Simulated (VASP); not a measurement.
# Se (Cmcm) in VASP: further runs, part 2 of 2

VASP 6.6.1.

## (4) Single point, PBEsol

This run uses another cell than the first one, of 24.68 Å³/atom, 1.056 times its volume.

INCAR reads:

```
PREC = Accurate
ENCUT = 520
EDIFF = 1E-6
ISMEAR = -1
SIGMA = 0.05
LREAL = False
LASPH = True
NELM = 60
ALGO = Normal
ISIF = 2
LWAVE = False
LCHARG = False
GGA = PS
NBANDS = 13
```

KPOINTS reads:

```
regular mesh
0
Gamma
  8 8 4
```

POSCAR reads:

```
Se
1.0
    1.3706327559     -3.9705320944      0.0000000000
    1.3706327559      3.9705320944      0.0000000000
    0.0000000000      0.0000000000      4.5352221454
Se
2
Direct
    0.9356550000      0.0643450000      0.2500000000
    0.0643450000      0.9356550000      0.7500000000
```

Potentials or basis: VASP PAW PBE potentials, release 64 (Se).

Run with:

```console
> cat potpaw_PBE.64/Se/POTCAR > POTCAR
> mpirun -np 1 vasp_std > vasp.out
```

OUTCAR:

```text
PREC = Accurate
   ENCUT = 520
   EDIFF = 1E-6
   ISMEAR = -1
   LREAL = False
   LASPH = True
   NELM = 60
   ISIF = 2
   GGA = PS

 ion  position               nearest neighbor table
   1  0.936  0.064  0.250-   2 2.49   2 2.49
   2  0.064  0.936  0.750-   1 2.49   1 2.49

  LATTYP: Found a base centered orthorhombic cell.
 ALAT       =     2.7412655118
 B/A-ratio  =     2.8968606487
 C/A-ratio  =     1.6544264413

  Lattice vectors:

 A1 = (   1.3706327559,  -3.9705320944,   0.0000000000)
 A2 = (   1.3706327559,   3.9705320944,   0.0000000000)
 A3 = (   0.0000000000,   0.0000000000,   4.5352221454)

Analysis of symmetry for initial positions (statically):
=====================================================================
 Subroutine PRICEL returns:
 Original cell was already a primitive cell.

 Routine SETGRP: Setting up the symmetry group for a
 base centered orthorhombic supercell.

 Subroutine GETGRP returns: Found  8 space group operations
 (whereof  4 operations were pure point group operations)
 out of a pool of  8 trial point group operations.

[... 166 lines left out ...]
 cond. band min:       3.6749837969   @ k =   0.5000   0.2500   0.0000
 fundamental gap:      0.0290341878
 Fermi energy:         3.6503257859

 k-point     1 :       0.0000    0.0000    0.0000
  band No.  band energies     occupation
      1     -12.7211      2.00000
      2      -8.3939      2.00000
      3      -3.3140      2.00000
      4       1.1401      2.00000
      5       1.3166      2.00000
      6       5.8398      0.00000
      7       6.1137      0.00000
      8       8.4222      0.00000
      9       9.0129      0.00000
     10      10.3848      0.00000
     11      12.4103      0.00000
     12      12.6752      0.00000
     13      16.7676      0.00000
[... 354 lines left out ...]
  band No.  band energies     occupation
      1     -11.3424      2.00000
      2      -8.5547      2.00000
      3      -1.3973      2.00000
      4       0.6453      2.00000
      5       1.6656      2.00000
      6       2.5600      2.00000
      7       3.0303      1.99999
      8       6.1239      0.00000
      9      10.0309      0.00000
     10      10.9373      0.00000
     11      12.0732      0.00000
     12      14.1136      0.00000
     13      14.2488      0.00000

 [... further k-points ...]
[... 5 lines left out ...]
  --------------------------------------------------------------------------------------
  -------------------------------------------------------------------------------------
  Total        0.8700202     -0.0776619      1.7473645      0.0000000      0.0000000      0.0000000
  in kB       28.2384959     -2.5206948     56.7147083      0.0000000      0.0000000      0.0000000
  external PRESSURE =      27.4775031 kB  Pullay stress =       0.0000000 kB

 VOLUME and BASIS-vectors are now :
 -----------------------------------------------------------------------------
  energy-cutoff  :      520.00
  volume of cell :       49.36
      direct lattice vectors                 reciprocal lattice vectors
     1.370632756 -3.970532094  0.000000000     0.364795017 -0.125927706  0.000000000
     1.370632756  3.970532094  0.000000000     0.364795017  0.125927706  0.000000000
     0.000000000  0.000000000  4.535222145     0.000000000  0.000000000  0.220496366

 POSITION                                       TOTAL-FORCE (eV/Angst)
 -----------------------------------------------------------------------------------
      1.37063     -3.45956      1.13381         0.000000      0.105363      0.000000
      1.37063      3.45956      3.40142         0.000000     -0.105363     -0.000000
 -----------------------------------------------------------------------------------
    total drift:                                0.000000      0.000000     -0.000000

  FREE ENERGIE OF THE ION-ELECTRON SYSTEM (eV)
  ---------------------------------------------------
  free  energy   TOTEN  =        -7.3744806423 eV

  energy  without entropy=       -7.3635206793  energy(sigma->0) =       -7.36900066
```

stdout:

```text
POSCAR found type information on POSCAR Se
 POSCAR found :  1 types and       2 ions
 scaLAPACK will be used
 -----------------------------------------------------------------------------
|                                                                             |
|                                                                             |
|     You enforced a specific xc type in the INCAR file but a different       |
|     I HOPE YOU KNOW WHAT YOU ARE DOING!                                     |
|                                                                             |
 -----------------------------------------------------------------------------

 LDA part: xc-table for (Slater+PW92), standard interpolation
 POSCAR, INCAR and KPOINTS ok, starting setup
 FFT: planning ... GRIDC
 FFT: planning ... GRID_SOFT
 FFT: planning ... GRID
 WAVECAR not read
 entering main loop
```

Wall time 48 s (1 thread of AMD EPYC 7R13 (Zen 3), shared host); peak memory 0.16 GiB.

Results:

| Property | Result |
| --- | --- |
| Free energy | -7.3745 eV |
| Pressure | 2.7 GPa |
| Largest force | 0.105 eV/Å |
| Band gap on the k mesh | zero (band 6 reaches 5.84 eV, above the bottom of band 7 at 2.86 eV) |

Forces on the atoms (eV/Å):
```
Se   0.000  0.105  0.000
Se   0.000 -0.105  0.000
```

Levels at points of the mesh, in eV from the Fermi level:
```csv
k point,band 3,band 4,band 5,band 6,band 7,band 8,band 9,band 10
"(0.00, 0.00, 0.00)",-6.96,-2.51,-2.33,2.19,2.46,4.77,5.36,6.73
"(0.50, 0.00, 0.00)",-7.06,-4.92,-3.82,-1.26,-0.34,3.32,4.73,5.57
"(0.50, 0.50, 0.00)",-6.63,-4.60,-2.23,0.56,1.97,4.89,8.43,10.82
"(0.00, 0.00, 0.50)",-3.92,-3.92,0.22,0.22,3.31,3.31,4.65,4.65
"(0.50, 0.00, 0.50)",-5.76,-5.76,-2.63,-2.63,2.55,2.55,5.07,5.07
"(0.50, 0.50, 0.50)",-5.63,-5.63,1.02,1.02,3.19,3.19,8.01,8.01
```

Caveat: the PAW data sets were made with another functional, which shifts forces and pressure a little.

## (5) Single point, PBEsol

This run uses another cell than the first one, of 25.33 Å³/atom, 1.083 times its volume.

INCAR reads:

```
PREC = Accurate ; ENCUT = 520
EDIFF = 1E-6 ; ISMEAR = -1
SIGMA = 0.05 ; LREAL = False
LASPH = True ; NELM = 80
ALGO = Normal ; ISIF = 2
LWAVE = False ; LCHARG = False
GGA = PS ; NBANDS = 13
```

KPOINTS reads:

```
Automatic mesh
0
Gamma
  8 8 4
```

POSCAR reads:

```
Se
1.0
    1.3825518998     -4.0050601936      0.0000000000
    1.3825518998      4.0050601936      0.0000000000
    0.0000000000      0.0000000000      4.5746608393
Se
2
Direct
    0.9356550000      0.0643450000      0.2500000000
    0.0643450000      0.9356550000      0.7500000000
```

Potentials or basis: VASP PAW PBE potentials, release 64 (Se).

Run with:

```console
> cat potpaw_PBE.64/Se/POTCAR > POTCAR
> mpirun -np 1 vasp_std > vasp.out
```

OUTCAR:

```text
PREC = Accurate
   ENCUT = 520
   EDIFF = 1E-6
   ISMEAR = -1
   LREAL = False
   LASPH = True
   NELM = 80
   ISIF = 2
   GGA = PS

 ion  position               nearest neighbor table
   1  0.936  0.064  0.250-   2 2.51   2 2.51
   2  0.064  0.936  0.750-   1 2.51   1 2.51

  LATTYP: Found a base centered orthorhombic cell.
 ALAT       =     2.7651037996
 B/A-ratio  =     2.8968606489
 C/A-ratio  =     1.6544264414

  Lattice vectors:

 A1 = (   1.3825518998,  -4.0050601936,   0.0000000000)
 A2 = (   1.3825518998,   4.0050601936,   0.0000000000)
 A3 = (   0.0000000000,   0.0000000000,   4.5746608393)

Analysis of symmetry for initial positions (statically):
=====================================================================
 Subroutine PRICEL returns:
 Original cell was already a primitive cell.

 Routine SETGRP: Setting up the symmetry group for a
 base centered orthorhombic supercell.

 Subroutine GETGRP returns: Found  8 space group operations
 (whereof  4 operations were pure point group operations)
 out of a pool of  8 trial point group operations.

The static configuration has the point symmetry C_2h.
 The point group associated with its full space group is D_2h.

Analysis of symmetry for dynamics (positions and initial velocities):
=====================================================================
 Subroutine PRICEL returns:
 Original cell was already a primitive cell.

 Routine SETGRP: Setting up the symmetry group for a
 base centered orthorhombic supercell.

 Subroutine GETGRP returns: Found  8 space group operations
 (whereof  4 operations were pure point group operations)
 out of a pool of  8 trial point group operations.

The dynamic configuration has the point symmetry C_2h.
 The point group associated with its full space group is D_2h.

 Subroutine INISYM returns: Found  8 space group operations
 (whereof  4 operations are pure point group operations),
 and found     1 'primitive' translations

----------------------------------------------------------------------------------------

                                     Primitive cell

  volume of cell :      50.6617

  direct lattice vectors                    reciprocal lattice vectors
     1.382551900 -4.005060194  0.000000000     0.361650076 -0.124842069  0.000000000
     1.382551900  4.005060194  0.000000000     0.361650076  0.124842069  0.000000000
     0.000000000  0.000000000  4.574660839     0.000000000  0.000000000  0.218595440

  length of vectors
     4.236974972  4.236974972  4.574660839     0.382591584  0.382591584  0.218595440

  position of ions in fractional coordinates (direct lattice)
     0.935655000  0.064345000  0.250000000
     0.064345000  0.935655000  0.750000000

  ion indices of the primitive-cell ions
   primitive index   ion index
                 1           1
                 2           2

----------------------------------------------------------------------------------------

 KPOINTS: Automatic mesh

Automatic generation of k-mesh.
 Grid dimensions read from file:
 generate k-points for:    8    8    4

 Generating k-lattice:

  Cartesian coordinates                     Fractional coordinates (reciprocal lattice)
     0.045206260 -0.015605259  0.000000000     0.125000000 -0.000000000  0.000000000
     0.045206260  0.015605259  0.000000000    -0.000000000  0.125000000  0.000000000
     0.000000000  0.000000000  0.054648860     0.000000000  0.000000000  0.250000000

  Length of vectors
     0.047823948  0.047823948  0.054648860

  Shift w.r.t. Gamma in fractional coordinates (k-lattice)
     0.000000000  0.000000000  0.000000000

 Subroutine IBZKPT returns following result:
 ===========================================

 Found     63 irreducible k-points:

 Following reciprocal coordinates:
            Coordinates               Weight
  0.000000  0.000000  0.000000      1.000000
  0.125000 -0.000000  0.000000      4.000000
  0.250000 -0.000000  0.000000      4.000000
  0.375000  0.000000  0.000000      4.000000
  0.500000 -0.000000  0.000000      2.000000
  0.125000  0.125000  0.000000      2.000000
[... 16 lines left out ...]
  0.125000 -0.000000  0.250000      8.000000
  0.250000 -0.000000  0.250000      8.000000
 [... further k-points ...]
   k-points           NKPTS =     63   k-points in BZ     NKDIM =     63   number of bands    NBANDS=     13
   number of dos      NEDOS =    301   number of ions     NIONS =      2
   total plane-waves  NPLWV =  36864
   dimension x,y,z NGX =    32 NGY =   32 NGZ =   36
   dimension x,y,z NGXF=    64 NGYF=   64 NGZF=   72
   ions per type =               2
   NGX,Y,Z   is equivalent  to a cutoff of  12.56, 12.56, 13.08 a.u.
   NGXF,Y,Z  is equivalent  to a cutoff of  25.11, 25.11, 26.17 a.u.
 SYSTEM =  unknown system
   PREC   = accura    normal or accurate (medium, high low for compatibility)
   ISTART =      0    job   : 0-new  1-cont  2-samecut
   ICHARG =      2    charge: 1-file 2-atom 10-const
   ISPIN  =      1    spin polarized calculation?
   LNONCOLLINEAR =      F non collinear calculations
   LSORBIT =      F    spin-orbit coupling
   LASPH  =      T    aspherical Exc in radial PAW
   ENCUT  =  520.0 eV  38.22 Ry    6.18 a.u.   7.88  7.88  8.51*2*pi/ulx,y,z
   NELM   =     80;   NELMIN=  2; NELMDL= -5     # of ELM steps
   EDIFF  = 0.1E-05   stopping-criterion for ELM
   LREAL  =      F    real-space projection
   EDIFFG = 0.1E-04   stopping-criterion for IOM
   NSW    =      0    number of steps for IOM
   IBRION =     -1    ionic relax: 0-MD 1-quasi-New 2-CG
   NFREE  =      0    steps in history (QN), initial steepest desc. (CG)
   ISIF   =      2    stress and relaxation
   ISYM   =      2    0-nonsym 1-usesym 2-fastsym
   POTIM  = 0.5000    time-step for ionic-motion
   TEBEG  =    0.0;   TEEND  =   0.0 temperature during run
   PSTRESS=    0.0 pullay stress
   NELECT =      12.0000    total number of electrons
   NUPDOWN=      -1.0000    fix difference up-down
   EMIN   =  10.00;   EMAX   =-10.00  energy-range for DOS
   EFERMI =   0.00;   METHOD = LEGACY
   ISMEAR =    -1;   SIGMA  =   0.05  broadening in eV -4-tet -1-fermi 0-gaus
   EFERMI_NEDOS =   21; number of points for ismear=-14 and -15
   IALGO  =     38    algorithm
   IMIX   =      4    mixing-type and parameters
     AMIX     =   0.40;   BMIX     =  1.00
     AMIX_MAG =   1.60;   BMIX_MAG =  1.00
  volume/ion in A,a.u.               =      25.33       170.94
  Fermi-wavevector in a.u.,A,eV,Ry     =   1.012921  1.914143 13.959691  1.026008
  Thomas-Fermi vector in A             =   2.146059
   LORBIT       =      0    0 simple, 1 ext, 2 COOP (PROOUT), +10 PAW based schemes
   GGA     = PS    functional components
   LHFCALC =     F    Hartree Fock is set to
   AEXX    =    0.0000 exact exchange contribution
   IVDW    =     0    specifies the selected vdW correction
   LEPSILON=     F    determine dielectric tensor
   LRPA    =     F    only Hartree local field effects (RPA)
 non-spin polarized calculation
  energy-cutoff  :      520.00
  volume of cell :       50.66
 maximum number of plane-waves:      1384
   NGX = 15   NGY = 15   NGZ = 17

 number of electron      11.9999999 magnetization

 Free energy of the ion-electron system (eV)
  ---------------------------------------------------
  ext. energy  EPLUGINS =         0.00000000
  ---------------------------------------------------
  free energy    TOTEN  =        -7.38941210 eV

  energy without entropy =       -7.37815750  energy(sigma->0) =       -7.38378480

 E-fermi :   3.3627     XC(G=0):  -9.3878

 val. band max:        3.3407228318   @ k =   0.5000  -0.0000   0.2500
 cond. band min:       3.3664207443   @ k =   0.5000   0.2500   0.0000
 fundamental gap:      0.0256979125
 Fermi energy:         3.3626763364

 k-point     1 :       0.0000    0.0000    0.0000
  band No.  band energies     occupation
      1     -12.7747      2.00000
      2      -8.6203      2.00000
      3      -3.3935      2.00000
      4       0.9586      2.00000
      5       1.1344      2.00000
      6       5.4868      0.00000
      7       5.7933      0.00000
      8       7.9665      0.00000
      9       8.7232      0.00000
     10      10.1259      0.00000
     11      12.1577      0.00000
     12      12.3568      0.00000
     13      16.3384      0.00000
[... 353 lines left out ...]
 k-point    24 :       0.2500   -0.0000    0.2500
  band No.  band energies     occupation
      1     -11.4419      2.00000
      2      -8.7523      2.00000
      3      -1.5523      2.00000
      4       0.4582      2.00000
      5       1.4428      2.00000
      6       2.3346      2.00000
      7       2.7469      1.99999
      8       5.8028      0.00000
      9       9.7918      0.00000
     10      10.6326      0.00000
     11      11.8002      0.00000
     12      13.8119      0.00000
     13      13.9225      0.00000

 [... further k-points ...]
[... 5 lines left out ...]
  --------------------------------------------------------------------------------------
  -------------------------------------------------------------------------------------
  Total        0.1765801     -0.2111789      0.9491839      0.0000000      0.0000000      0.0000000
  in kB        5.5843535     -6.6785414     30.0179869      0.0000000      0.0000000      0.0000000
  external PRESSURE =       9.6412663 kB  Pullay stress =       0.0000000 kB

 VOLUME and BASIS-vectors are now :
 -----------------------------------------------------------------------------
  energy-cutoff  :      520.00
  volume of cell :       50.66
      direct lattice vectors                 reciprocal lattice vectors
     1.382551900 -4.005060194  0.000000000     0.361650076 -0.124842069  0.000000000
     1.382551900  4.005060194  0.000000000     0.361650076  0.124842069  0.000000000
     0.000000000  0.000000000  4.574660839     0.000000000  0.000000000  0.218595440

 POSITION                                       TOTAL-FORCE (eV/Angst)
 -----------------------------------------------------------------------------------
      1.38255     -3.48965      1.14367         0.000000      0.004456     -0.000000
      1.38255      3.48965      3.43100         0.000000     -0.004456      0.000000
 -----------------------------------------------------------------------------------
    total drift:                                0.000000      0.000000     -0.000000

  FREE ENERGIE OF THE ION-ELECTRON SYSTEM (eV)
  ---------------------------------------------------
  free  energy   TOTEN  =        -7.3894120990 eV

  energy  without entropy=       -7.3781574961  energy(sigma->0) =       -7.38378480
```

It took 59 s on 1 thread of AMD EPYC 7R13 (Zen 3), shared host; peak memory 0.16 GiB.

What came out:

```
Free energy            : -7.3894 eV
Pressure               : 1.0 GPa
Largest force          : 0.004 eV/Å
Band gap on the k mesh : zero (band 6 reaches 5.49 eV, above the bottom of band 7 at 2.60 eV)
```

Forces in eV/Å, atoms in the order of the input:
```
Se   0.000  0.004  0.000
Se   0.000 -0.004  0.000
```

Caveat: the PAW data sets were made with another functional, which shifts forces and pressure a little.

## (6) Single point, PBEsol

This run uses another cell than the first one, of 25.98 Å³/atom, 1.111 times its volume.

INCAR reads:

```
PREC = Accurate
ENCUT = 520
EDIFF = 1E-6
ISMEAR = -1
SIGMA = 0.05
LREAL = False
LASPH = True
NELM = 100
ALGO = Normal
ISIF = 2
LWAVE = False
LCHARG = False
GGA = PS
NBANDS = 13
```

KPOINTS is that of step 5.

POSCAR reads:

```
Se
1.0
    1.3942690000     -4.0390030000      0.0000000000
    1.3942690000      4.0390030000      0.0000000000
    0.0000000000      0.0000000000      4.6134310000
Se
2
Direct
    0.9356550000      0.0643450000      0.2500000000
    0.0643450000      0.9356550000      0.7500000000
```

Potentials or basis: VASP PAW PBE potentials, release 64 (Se).

Run with:

```console
> cat potpaw_PBE.64/Se/POTCAR > POTCAR
> mpirun -np 1 vasp_std > vasp.out
```

It took 56 s on 1 thread of AMD EPYC 7R13 (Zen 3), shared host; peak memory 0.16 GiB.

It converged, with:

| Property | Result |
| --- | --- |
| Free energy | -7.3908 eV |
| Pressure | -0.6 GPa |
| Largest force | 0.089 eV/Å |
| Band gap on the k mesh | zero (band 6 reaches 5.19 eV, above the bottom of band 7 at 2.36 eV) |

Forces on the atoms (eV/Å):
```
Se   0.000 -0.089  0.000
Se   0.000  0.089  0.000
```

Stress tensor (GPa, compression positive):
```
-1.40  0.00  0.00
 0.00 -1.03  0.00
 0.00  0.00  0.65
```

Levels at points of the mesh, in eV from the Fermi level:
```
           k point  band 4  band 5  band 6  band 7  band 8  band 9
(0.00, 0.00, 0.00)   -2.31   -2.13    2.06    2.40    4.44    5.36
(0.50, 0.00, 0.00)   -4.65   -3.57   -1.14   -0.31    3.26    4.89
(0.50, 0.50, 0.00)   -4.27   -2.07    0.69    1.87    4.54    8.41
(0.00, 0.00, 0.50)   -3.71    0.24    0.24    3.10    3.10    4.82
(0.50, 0.00, 0.50)   -5.39   -2.51   -2.51    2.39    2.39    5.24
(0.50, 0.50, 0.50)   -5.27    0.97    0.97    3.00    3.00    7.96
```

Caveat: the PAW data sets were made with another functional, which shifts forces and pressure a little.

## (7) The runs side by side

| cell | gap on the mesh (eV) | pressure (GPa) | largest force (eV/Å) |
| --- | --- | --- | --- |
| a = 4.125, b = 4.125, c = 4.454 Å, angles 90.0, 90.0, 141.9°, 2 atoms | none | 7.1 | 0.34 |
| a = 4.163, b = 4.163, c = 4.495 Å, angles 90.0, 90.0, 141.9°, 2 atoms | none | 4.8 | 0.22 |
| a = 4.200, b = 4.200, c = 4.535 Å, angles 90.0, 90.0, 141.9°, 2 atoms | none | 2.7 | 0.11 |
| a = 4.237, b = 4.237, c = 4.575 Å, angles 90.0, 90.0, 141.9°, 2 atoms | none | 1.0 | - |
| a = 4.273, b = 4.273, c = 4.613 Å, angles 90.0, 90.0, 141.9°, 2 atoms | none | -0.6 | 0.09 |

Alike in all rows: task single point; level PBEsol; potentials or basis VASP PAW PBE potentials, release 64 (Se); no spin polarisation; k mesh 8 × 8 × 4; cutoff (eV) 520; smearing fermi-dirac 0.05 eV.

Caveats: the PAW data sets were made with another functional, which shifts forces and pressure a little.

Total energies depend on the potentials used, so only differences within one code and one set of settings carry meaning.
